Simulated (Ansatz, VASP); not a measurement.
**Two plane-wave programs on ZnSe**

```xyz
2
Lattice="0.0000 2.7839 2.7839 2.7839 0.0000 2.7839 2.7839 2.7839 0.0000" Properties=species:S:1:pos:R:3 pbc="T T T"
Zn    0.0000    0.0000    0.0000
Se    1.3919    1.3919    1.3919
```

Alike in both runs: functional LDA; k mesh 10 × 10 × 10; occupations fermi-dirac, width 0.02 eV; no spin polarisation.

Ansatz relaxed the structure, and its values are those at the end. VASP's run is a single point on that final structure, the one shown.

```csv
,VASP,Ansatz
version,VASP 6.6.1,Ansatz 0.2.0
potentials or method,"VASP PAW LDA potentials, release 64 (Zn, Se)","PAW with Ansatz's default frozen-core files, scalar-relativistic"
plane-wave cutoff (eV),520,420
valence electrons in the cell,18,28
```

VASP gave:

* pressure (GPa): 0.4

Estimate Ansatz's values.

pressure (GPa): 0.0.

LDA's correlation is that of Perdew and Zunger in VASP and of Perdew and Wang (1992) in Ansatz. VASP's potentials hold 18 valence electrons a cell and Ansatz's 28, so a difference there can come from the potentials and not from the codes.
